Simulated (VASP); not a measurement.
Here is a VASP 6.6.1 calculation.

INCAR

```
PREC     = Accurate       # precision mode
ENCUT    = 520            # plane-wave cutoff, eV
EDIFF    = 1E-6           # SCF threshold, eV
ISMEAR   = 0              # smearing method
SIGMA    = 0.1            # smearing width, eV
LREAL    = False          # projectors in reciprocal space
LASPH    = True           # aspherical terms in the spheres
NELM     = 100            # most SCF steps
ALGO     = Normal         # electronic algorithm
ISIF     = 2              # what is computed and relaxed
LWAVE    = False          # write WAVECAR
LCHARG   = False          # write CHGCAR
GGA      = PE             # functional
NBANDS   = 66             # bands
```

KPOINTS

```
Automatic mesh
0
Gamma
  6 6 1
```

POSCAR

```
Zn5CdS6
1.0
    3.8945959823     -0.0004441496     -0.0001876632
   -1.9476682755      3.3724838446      0.0003506469
   -0.0008826121      0.0013642649     19.2723364032
Zn Cd S
5 1 6
Direct
    0.3335485474      0.6670936195      0.9958630807
    0.3332681425      0.6668328568      0.6710311829
    0.6668550548      0.3330878015      0.1579446238
    0.6671781583      0.3337581390      0.5085806236
    0.6666854510      0.3333793248      0.8334235132
    0.3324186728      0.6656396864      0.3361569155
    0.3335448689      0.6664960061      0.1184070073
    0.3338714439      0.6672514723      0.4683432861
    0.3333705182      0.6666776949      0.7934294656
    0.6658066761      0.3324579958      0.2799393520
    0.6666447154      0.3335695407      0.6309881161
    0.6668077509      0.3337558621      0.9558938334
```

Potentials or basis: VASP PAW PBE potentials, release 64 (Zn, Cd, S).

Launch:

```console
$ cat potpaw_PBE.64/Zn/POTCAR potpaw_PBE.64/Cd/POTCAR potpaw_PBE.64/S/POTCAR > POTCAR
$ mpirun -np 1 vasp_std > vasp.out
```

(1) What does it give for the largest force?

(2) Estimate the band gap on the k mesh.

(3) What does it give for the pressure?

## Answers

(1) 0.052 eV/Å.

(2) 1.58 eV.

(3) 0.2 GPa.
